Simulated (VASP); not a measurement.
Write the native input for VASP 6.6.1 that does the following.

```
Task                   : relaxation of cell and atoms
Functional             : PBE
Potentials or basis    : VASP PAW PBE potentials, release 64 (Sb)
Cutoff                 : 600 eV
k mesh                 : 17 × 17 × 17
Occupations            : fermi-dirac, width 0.08 eV
Spin                   : no spin polarisation
Target pressure        : 100 GPa
Dipole correction      : no
Further INCAR settings : ALGO = Normal; EDIFF = 1e-06; IBRION = 2; EDIFFG = -0.005; NSW = 32; ISIF = 3
```

The structure of Sb lies in POSCAR:

```
Sb
1.0
   -1.5968301932      1.5968301932      1.5968301932
    1.5968301932     -1.5968301932      1.5968301932
    1.5968301932      1.5968301932     -1.5968301932
Sb
1
Direct
    0.0000000000      0.0000000000      0.0000000000
```

These files were run (other wordings do the same):

INCAR

```
PREC = Accurate
ENCUT = 600
EDIFF = 1E-6
ISMEAR = -1
SIGMA = 0.08
LREAL = False
LASPH = True
NELM = 100
ALGO = Normal
ISIF = 3
LWAVE = False
LCHARG = False
GGA = PE
IBRION = 2
NSW = 32
EDIFFG = -0.005
PSTRESS = 1000.0
```

KPOINTS

```
Automatic mesh
0
Gamma
  17 17 17
```

Potentials or basis: VASP PAW PBE potentials, release 64 (Sb).

Command:

```sh
$ cat potpaw_PBE.64/Sb/POTCAR > POTCAR
$ mpirun -np 1 vasp_std > vasp.out
```

It gave:

```yaml
Relaxed_volume: 16.34 Å³/atom
Relaxed_cell: a = 2.769 Å, b = 2.769 Å, c = 2.769 Å, α = 109.47°, β = 109.47°, γ = 109.47°
Space_group_after_relaxing_to_0.05_Å: Im-3m (No. 229)
Energy_change_on_relaxing_the_enthalpy_is_what_falls: -35.4 meV/atom
Ionic_steps: 3
Pressure_after_relaxing: 100.0 GPa
```

Caveat: the cell is relaxed towards a set pressure, so the enthalpy falls and the energy may rise.

It took 16 s on 1 thread of Intel(R) Xeon(R) 6975P-C (Granite Rapids), with other jobs on the host, peak memory 0.15 GiB.
